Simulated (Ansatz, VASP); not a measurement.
# One calculation of Al, two programs

```
Al
1.0
    -1.59416    1.59416    1.59416
     1.59416   -1.59416    1.59416
     1.59416    1.59416   -1.59416
Al
1
Direct
  0.00000 0.00000 0.00000
```

Alike in both runs: functional LDA; k mesh 12 × 12 × 12; no spin polarisation.

Ansatz relaxed the structure, and its values are those at the end. VASP's run is a single point on that final structure, the one shown.

|  | VASP | Ansatz |
| --- | --- | --- |
| version | VASP 6.6.1 | Ansatz 0.2.0 |
| potentials or method | VASP PAW LDA potentials, release 64 (Al) | plane waves, PAW |
| plane-wave cutoff (eV) | 520 | 420 |
| occupations | methfessel-paxton of order 1, width 0.15 eV | cold, width 0.15 eV |
| valence electrons in the cell | 3 | 3 |

VASP gave:

* pressure (GPa): 0.1

**Question.** What did Ansatz give for the same quantities?

**Answer.** Pressure (GPa): 0.0.

LDA's correlation is that of Perdew and Zunger in VASP and of Perdew and Wang (1992) in Ansatz. Ansatz's warnings: stress scf threshold loose.
